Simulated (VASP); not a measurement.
# Pt (Fm-3m) in VASP: notebook

The runs below take Pt through single point, with PBE.

Program: VASP 6.6.1. These are calculated values, not measurements. Logs are shortened: lines on timing, memory, paths and dates and some standing lists are left out, and cuts for length are marked.

### Step 1. The cell of the first run

It takes space group Fm-3m (No. 225, cubic). The conventional cell has a = 3.758 Å, b = 3.758 Å, c = 3.758 Å, α = 90.00°, β = 90.00°, γ = 90.00°. Pt (site symmetry m-3m) has 12 Pt at 2.66 Å within 3.5 Å.

### Step 2. Single point, PBE

The input, INCAR:

```
PREC     = Accurate       # precision mode
ENCUT    = 520            # plane-wave cutoff, eV
EDIFF    = 1E-6           # SCF threshold, eV
ISMEAR   = -1             # smearing method
SIGMA    = 0.1            # smearing width, eV
LREAL    = False          # projectors in reciprocal space
LASPH    = True           # aspherical terms in the spheres
NELM     = 60             # most SCF steps
ALGO     = Normal         # electronic algorithm
ISIF     = 2              # what is computed and relaxed
LWAVE    = False          # write WAVECAR
LCHARG   = False          # write CHGCAR
GGA      = PE             # functional
NBANDS   = 11             # bands
```

The input, KPOINTS:

```
regular mesh
0
Gamma
  12 12 12
```

The input, POSCAR:

```
Pt
1.0
    0.0000000000      1.8790990395      1.8790990395
    1.8790990395      0.0000000000      1.8790990395
    1.8790990395      1.8790990395      0.0000000000
Pt
1
Direct
    0.0000000000      0.0000000000      0.0000000000
```

Potentials or basis: VASP PAW PBE potentials, release 64 (Pt).

On the command line:

```
$ cat potpaw_PBE.64/Pt/POTCAR > POTCAR
$ mpirun -np 1 vasp_std > vasp.out
```

OUTCAR:

```text
PREC = Accurate
   ENCUT = 520
   EDIFF = 1E-6
   ISMEAR = -1
   LREAL = False
   LASPH = True
   NELM = 60
   ISIF = 2
   GGA = PE

 ion  position               nearest neighbor table
   1  0.000  0.000  0.000-

  LATTYP: Found a face centered cubic cell.
 ALAT       =     3.7581980790

  Lattice vectors:

 A1 = (   0.0000000000,   1.8790990395,   1.8790990395)
 A2 = (   1.8790990395,   0.0000000000,   1.8790990395)
 A3 = (   1.8790990395,   1.8790990395,   0.0000000000)

Analysis of symmetry for initial positions (statically):
=====================================================================
 Subroutine PRICEL returns:
 Original cell was already a primitive cell.

 Routine SETGRP: Setting up the symmetry group for a
 face centered cubic supercell.

 Subroutine GETGRP returns: Found 48 space group operations
 (whereof 48 operations were pure point group operations)
 out of a pool of 48 trial point group operations.

The static configuration has the point symmetry O_h .

Analysis of symmetry for dynamics (positions and initial velocities):
=====================================================================
 Subroutine PRICEL returns:
 Original cell was already a primitive cell.

 Routine SETGRP: Setting up the symmetry group for a
 face centered cubic supercell.

 Subroutine GETGRP returns: Found 48 space group operations
 (whereof 48 operations were pure point group operations)
 out of a pool of 48 trial point group operations.

The dynamic configuration has the point symmetry O_h .

 Subroutine INISYM returns: Found 48 space group operations
 (whereof 48 operations are pure point group operations),
 and found     1 'primitive' translations

----------------------------------------------------------------------------------------

                                     Primitive cell

  volume of cell :      13.2702

  direct lattice vectors                    reciprocal lattice vectors
     0.000000000  1.879099040  1.879099040    -0.266084964  0.266084964  0.266084964
     1.879099040  0.000000000  1.879099040     0.266084964 -0.266084964  0.266084964
     1.879099040  1.879099040  0.000000000     0.266084964  0.266084964 -0.266084964

  length of vectors
     2.657447347  2.657447347  2.657447347     0.460872677  0.460872677  0.460872677

  position of ions in fractional coordinates (direct lattice)
     0.000000000  0.000000000  0.000000000

  ion indices of the primitive-cell ions
   primitive index   ion index
                 1           1

----------------------------------------------------------------------------------------

 KPOINTS: regular mesh

Automatic generation of k-mesh.
 Grid dimensions read from file:
 generate k-points for:   12   12   12

 Generating k-lattice:

  Cartesian coordinates                     Fractional coordinates (reciprocal lattice)
    -0.022173747  0.022173747  0.022173747     0.083333333  0.000000000  0.000000000
     0.022173747 -0.022173747  0.022173747     0.000000000  0.083333333  0.000000000
     0.022173747  0.022173747 -0.022173747     0.000000000  0.000000000  0.083333333

  Length of vectors
     0.038406056  0.038406056  0.038406056

  Shift w.r.t. Gamma in fractional coordinates (k-lattice)
     0.000000000  0.000000000  0.000000000

 Subroutine IBZKPT returns following result:
 ===========================================

 Found     72 irreducible k-points:

 Following reciprocal coordinates:
            Coordinates               Weight
  0.000000  0.000000  0.000000      1.000000
  0.083333  0.000000  0.000000      8.000000
  0.166667  0.000000  0.000000      8.000000
  0.250000  0.000000  0.000000      8.000000
  0.333333  0.000000  0.000000      8.000000
  0.416667  0.000000  0.000000      8.000000
[... 16 lines left out ...]
  0.500000  0.166667  0.000000     24.000000
 -0.416667  0.166667  0.000000     24.000000
 [... further k-points ...]
   k-points           NKPTS =     72   k-points in BZ     NKDIM =     72   number of bands    NBANDS=     11
   number of dos      NEDOS =    301   number of ions     NIONS =      1
   total plane-waves  NPLWV =   8000
   dimension x,y,z NGX =    20 NGY =   20 NGZ =   20
   dimension x,y,z NGXF=    40 NGYF=   40 NGZF=   40
   ions per type =               1
   NGX,Y,Z   is equivalent  to a cutoff of  12.51, 12.51, 12.51 a.u.
   NGXF,Y,Z  is equivalent  to a cutoff of  25.02, 25.02, 25.02 a.u.
 SYSTEM =  unknown system
   PREC   = accura    normal or accurate (medium, high low for compatibility)
   ISTART =      0    job   : 0-new  1-cont  2-samecut
   ICHARG =      2    charge: 1-file 2-atom 10-const
   ISPIN  =      1    spin polarized calculation?
   LNONCOLLINEAR =      F non collinear calculations
   LSORBIT =      F    spin-orbit coupling
   LASPH  =      T    aspherical Exc in radial PAW
   ENCUT  =  520.0 eV  38.22 Ry    6.18 a.u.   4.94  4.94  4.94*2*pi/ulx,y,z
   NELM   =     60;   NELMIN=  2; NELMDL= -5     # of ELM steps
   EDIFF  = 0.1E-05   stopping-criterion for ELM
   LREAL  =      F    real-space projection
[... 7 lines left out ...]
   TEBEG  =    0.0;   TEEND  =   0.0 temperature during run
   PSTRESS=    0.0 pullay stress
   NELECT =      10.0000    total number of electrons
   NUPDOWN=      -1.0000    fix difference up-down
   EMIN   =  10.00;   EMAX   =-10.00  energy-range for DOS
   EFERMI =   0.00;   METHOD = LEGACY
   ISMEAR =    -1;   SIGMA  =   0.10  broadening in eV -4-tet -1-fermi 0-gaus
   EFERMI_NEDOS =   21; number of points for ismear=-14 and -15
   IALGO  =     38    algorithm
   IMIX   =      4    mixing-type and parameters
     AMIX     =   0.40;   BMIX     =  1.00
     AMIX_MAG =   1.60;   BMIX_MAG =  1.00
  volume/ion in A,a.u.               =      13.27        89.55
  Fermi-wavevector in a.u.,A,eV,Ry     =   1.489756  2.815231 30.196405  2.219373
  Thomas-Fermi vector in A             =   2.602624
   LORBIT       =      0    0 simple, 1 ext, 2 COOP (PROOUT), +10 PAW based schemes
   GGA     = PE    functional components
   LHFCALC =     F    Hartree Fock is set to
   AEXX    =    0.0000 exact exchange contribution
   IVDW    =     0    specifies the selected vdW correction
   LEPSILON=     F    determine dielectric tensor
   LRPA    =     F    only Hartree local field effects (RPA)
 non-spin polarized calculation
  energy-cutoff  :      520.00
  volume of cell :       13.27
 maximum number of plane-waves:       368
   NGX =  9   NGY =  9   NGZ =  9

 number of electron      10.0000001 magnetization

 Free energy of the ion-electron system (eV)
  ---------------------------------------------------
  ext. energy  EPLUGINS =         0.00000000
  ---------------------------------------------------
  free energy    TOTEN  =        -5.73440781 eV

  energy without entropy =       -5.69088046  energy(sigma->0) =       -5.71264414

 E-fermi :  13.9520     XC(G=0): -14.2686

 val. band max:       13.9463882834   @ k =  -0.4167   0.4167   0.1667
 cond. band min:      13.9541152109   @ k =   0.5000   0.4167   0.0833
 fundamental gap:      0.0077269275
 Fermi energy:        13.9519529215

 k-point     1 :       0.0000    0.0000    0.0000
  band No.  band energies     occupation
      1       2.1687      2.00000
      2       9.2587      2.00000
      3       9.2587      2.00000
      4       9.2587      2.00000
      5      11.9182      2.00000
      6      11.9182      2.00000
      7      28.0694      0.00000
      8      33.7804      0.00000
      9      33.7804      0.00000
     10      33.7804      0.00000
     11      39.6121      0.00000

 k-point     2 :       0.0833    0.0000    0.0000
  band No.  band energies     occupation
      1       2.4847      2.00000
      2       9.1051      2.00000
      3       9.3885      2.00000
      4       9.3885      2.00000
      5      11.8399      2.00000
      6      11.8399      2.00000
      7      28.6002      0.00000
      8      32.4288      0.00000
      9      34.3060      0.00000
     10      34.3060      0.00000
     11      41.2270      0.00000

 k-point     3 :       0.1667    0.0000    0.0000
  band No.  band energies     occupation
      1       3.3494      2.00000
      2       8.8043      2.00000
      3       9.6521      2.00000
      4       9.6521      2.00000
      5      11.7678      2.00000
      6      11.7678      2.00000
      7      29.7487      0.00000
      8      30.2607      0.00000
      9      35.7910      0.00000
     10      35.7910      0.00000
     11      40.7077      0.00000

 k-point     4 :       0.2500    0.0000    0.0000
  band No.  band energies     occupation
      1       4.4201      2.00000
      2       8.8348      2.00000
      3       9.7018      2.00000
      4       9.7018      2.00000
      5      12.1072      2.00000
      6      12.1072      2.00000
      7      27.7301      0.00000
      8      30.6135      0.00000
      9      37.8930      0.00000
     10      37.8930      0.00000
     11      38.5763      0.00000

 k-point     5 :       0.3333    0.0000    0.0000
  band No.  band energies     occupation
      1       5.0491      2.00000
      2       9.4802      2.00000
      3       9.4802      2.00000
      4       9.8755      2.00000
      5      12.8889      1.99995
      6      12.8889      1.99995
      7      25.1360      0.00000
      8      29.3522      0.00000
      9      36.6852      0.00000
     10      36.6852      0.00000
     11      40.0281      0.00000
[... 211 lines left out ...]
 k-point    21 :       0.3333    0.1667    0.0000
  band No.  band energies     occupation
      1       5.5848      2.00000
      2       7.8122      2.00000
      3       9.3501      2.00000
      4      10.5647      2.00000
      5      12.5654      2.00000
      6      13.2849      1.99747
      7      27.7161      0.00000
      8      31.4591      0.00000
      9      33.1744      0.00000
     10      34.9210      0.00000
     11      40.3132      0.00000

 k-point    22 :       0.4167    0.1667    0.0000
  band No.  band energies     occupation
      1       5.9576      2.00000
      2       8.4255      2.00000
      3       9.1068      2.00000
      4      10.3352      2.00000
      5      13.9133      1.19091
      6      14.4588      0.01250
      7      24.3180      0.00000
      8      30.1250      0.00000
      9      32.4131      0.00000
     10      34.5741      0.00000
     11      41.5864      0.00000

 k-point    23 :       0.5000    0.1667    0.0000
  band No.  band energies     occupation
      1       6.0081      2.00000
      2       8.4119      2.00000
      3       9.9719      2.00000
      4      10.0974      2.00000
      5      14.0739      0.45623
      6      16.6225      0.00000
      7      21.2453      0.00000
      8      29.3661      0.00000
      9      32.3758      0.00000
     10      32.9192      0.00000
     11      42.6855      0.00000

 k-point    24 :      -0.4167    0.1667    0.0000
  band No.  band energies     occupation
      1       6.0793      2.00000
      2       8.4297      2.00000
      3       9.9848      2.00000
      4      10.3325      2.00000
      5      13.5594      1.96129
      6      17.2414      0.00000
      7      20.8743      0.00000
      8      29.1896      0.00000
      9      31.5728      0.00000
     10      33.6229      0.00000
     11      42.1873      0.00000

 [... further k-points ...]
[... 5 lines left out ...]
  --------------------------------------------------------------------------------------
  -------------------------------------------------------------------------------------
  Total        5.2510702      5.2510702      5.2510702      0.0000000      0.0000000      0.0000000
  in kB      633.9856075    633.9856075    633.9856075      0.0000000      0.0000000      0.0000000
  external PRESSURE =     633.9856075 kB  Pullay stress =       0.0000000 kB

 VOLUME and BASIS-vectors are now :
 -----------------------------------------------------------------------------
  energy-cutoff  :      520.00
  volume of cell :       13.27
      direct lattice vectors                 reciprocal lattice vectors
     0.000000000  1.879099040  1.879099040    -0.266084964  0.266084964  0.266084964
     1.879099040  0.000000000  1.879099040     0.266084964 -0.266084964  0.266084964
     1.879099040  1.879099040  0.000000000     0.266084964  0.266084964 -0.266084964

 POSITION                                       TOTAL-FORCE (eV/Angst)
 -----------------------------------------------------------------------------------
      0.00000      0.00000      0.00000         0.000000      0.000000      0.000000
 -----------------------------------------------------------------------------------
    total drift:                                0.000000      0.000000     -0.000000

  FREE ENERGIE OF THE ION-ELECTRON SYSTEM (eV)
  ---------------------------------------------------
  free  energy   TOTEN  =        -5.7344078110 eV

  energy  without entropy=       -5.6908804591  energy(sigma->0) =       -5.71264414
```

It took 5.6 s on 1 thread of Intel Xeon 6975P-C (Granite Rapids), shared host; peak memory 0.13 GiB.

What came out:

```
Free energy            : -5.7344 eV
Pressure               : 63.4 GPa
Band gap on the k mesh : zero (band 5 reaches 14.57 eV, above the bottom of band 6 at 11.77 eV)
```

Caveat: spin-orbit coupling is left out, which moves the levels of the heavy elements.

### Step 3. Single point, PBE

This run uses another cell than the first one, of 13.87 Å³/atom, 1.045 times its volume.

The input, INCAR:

```
SYSTEM = Pt
PREC     = Accurate       ! precision mode
ENCUT    = 520            ! plane-wave cutoff, eV
EDIFF    = 1E-6           ! SCF threshold, eV
ISMEAR   = -1             ! smearing method
SIGMA    = 0.1            ! smearing width, eV
LREAL    = .FALSE.        ! projectors in reciprocal space
LASPH    = .TRUE.         ! aspherical terms in the spheres
NELM     = 80             ! most SCF steps
ALGO     = Normal         ! electronic algorithm
ISIF     = 2              ! what is computed and relaxed
LWAVE    = .FALSE.        ! write WAVECAR
LCHARG   = .FALSE.        ! write CHGCAR
GGA      = PE             ! functional
NBANDS   = 11             ! bands
```

The input, KPOINTS:

```
Automatic mesh
0
G
  12 12 12
  0 0 0
```

The input, POSCAR:

```
Pt
1.0
    0.0000000000      1.9071494293      1.9071494293
    1.9071494293      0.0000000000      1.9071494293
    1.9071494293      1.9071494293      0.0000000000
Pt
1
Direct
    0.0000000000      0.0000000000      0.0000000000
```

Potentials or basis: VASP PAW PBE potentials, release 64 (Pt).

On the command line:

```
$ cat potpaw_PBE.64/Pt/POTCAR > POTCAR
$ mpirun -np 1 vasp_std > vasp.out
```

Wall time 5.3 s (1 thread of Intel Xeon 6975P-C (Granite Rapids), shared host); peak memory 0.13 GiB.

Results (log left out):

* Free energy: -5.9298 eV
* Pressure: 41.1 GPa
* Band gap on the k mesh: zero (band 5 reaches 13.55 eV, above the bottom of band 6 at 10.96 eV)

Levels at points of the mesh, in eV from the Fermi level:
| k point | band 2 | band 3 | band 4 | band 5 | band 6 | band 7 | band 8 | band 9 |
| --- | --- | --- | --- | --- | --- | --- | --- | --- |
| (0.00, 0.00, 0.00) | -4.37 | -4.37 | -4.37 | -1.89 | -1.89 | 14.31 | 19.76 | 19.76 |
| (0.50, 0.00, 0.00) | -4.45 | -4.45 | -0.86 | 0.03 | 0.03 | 6.50 | 13.91 | 19.50 |
| (0.50, 0.50, 0.00) | -7.59 | 0.00 | 0.56 | 0.56 | 1.59 | 9.81 | 11.62 | 11.62 |

Caveat: spin-orbit coupling is left out, which moves the levels of the heavy elements.

(Part 1 of 2 ends here.)
